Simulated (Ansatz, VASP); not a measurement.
## SnSe in VASP and in Ansatz

```
Sn Se
1.0
     0.00000    3.07843    2.98877
     3.07843    0.00000    2.98877
     3.07843    3.07843    0.00000
Sn Se
1 1
Direct
  0.00000 0.00000 0.00000
  0.50000 0.50000 0.50000
```

Change from the starting cell: strain +0.030 along x and y, +0.000 along z, atoms carried along.

Alike in both runs: task single point; functional PBE; dispersion D3(BJ); k mesh 10 × 10 × 10; occupations gaussian, width 0.05 eV; no spin polarisation.

|  | VASP | Ansatz |
| --- | --- | --- |
| version | VASP 6.6.1 | Ansatz 0.2.0 |
| potentials or method | VASP PAW PBE potentials, release 64 (Sn_d, Se), cutoff 520 eV | scalar-relativistic, plane waves, PAW |
| valence electrons in the cell | 20 | 30 |

```csv
,VASP,Ansatz,Ansatz less VASP
gap on the k mesh at the Fermi level (eV),0.44,0.44,-0.001
least direct gap on the mesh (eV),0.44,0.44,-0.001
pressure (GPa),-2.6,-2.6,+0.01
"traceless stress, the component that is largest in VASP (GPa)",2.14,2.14,-0.009
```

VASP's potentials hold 20 valence electrons a cell and Ansatz's 30, so a difference there can come from the potentials and not from the codes.
